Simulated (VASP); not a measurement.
Wanted: the native input for a VASP 6.6.1 run.

- Task: single point
- Functional: r2SCAN
- Potentials or basis: VASP PAW PBE potentials, release 64 (K_sv)
- Cutoff: 520 eV
- k mesh: 7 × 7 × 7
- Occupations: fermi-dirac, width 0.05 eV
- Spin: no spin polarisation
- Dipole correction: no
- Further INCAR settings: ALGO = Normal; EDIFF = 1e-07; NBANDS = 10

K:

```
K
1.0
     0.00000    3.36859    3.36859
     3.36859    0.00000    3.36859
     3.36859    3.36859    0.00000
K
1
Cartesian
  0.0000 0.0000 0.0000
```

This isn't the form of K at room conditions, which is bcc.

The input as run:

POSCAR

```
K
1.0
    0.0000000000      3.3685928673      3.3685928673
    3.3685928673      0.0000000000      3.3685928673
    3.3685928673      3.3685928673      0.0000000000
K
1
Direct
    0.0000000000      0.0000000000      0.0000000000
```

INCAR.step1

```
SYSTEM = K
PREC = Accurate ; ENCUT = 520
ISMEAR = -1 ; SIGMA = 0.05
LREAL = .FALSE. ; LASPH = .TRUE.
NELM = 80 ; NBANDS = 10
GGA = PE ; ALGO = Normal
EDIFF = 1E-4 ; LWAVE = .TRUE.
LCHARG = .FALSE.
```

INCAR.step2

```
SYSTEM = K
PREC = Accurate ; ENCUT = 520
EDIFF = 1E-7 ; ISMEAR = -1
SIGMA = 0.05 ; LREAL = .FALSE.
LASPH = .TRUE. ; NELM = 80
ALGO = Normal ; ISIF = 2
LWAVE = .FALSE. ; LCHARG = .FALSE.
METAGGA = R2SCAN ; LMIXTAU = .TRUE.
NBANDS = 10 ; ISTART = 1
```

KPOINTS

```
Automatic mesh
0
G
  7 7 7
  0 0 0
```

Potentials or basis: VASP PAW PBE potentials, release 64 (K_sv).

Command:

```bash
$ cat potpaw_PBE.64/K_sv/POTCAR > POTCAR
$ cp INCAR.step1 INCAR
$ mpirun -np 1 vasp_std > vasp.out
$ cp INCAR.step2 INCAR
$ mpirun -np 1 vasp_std > vasp.out
```

It gave:

* Pressure: 0.0 GPa
* Band gap on the k mesh: zero (an odd number of electrons rules out a gap without spin polarisation)

Caveat: the PAW data sets were made with another functional, which shifts forces and pressure a little.

Run time: 36 s on 1 thread of Intel(R) Xeon(R) 6975P-C (Granite Rapids), on a shared host, peak memory 0.21 GiB.
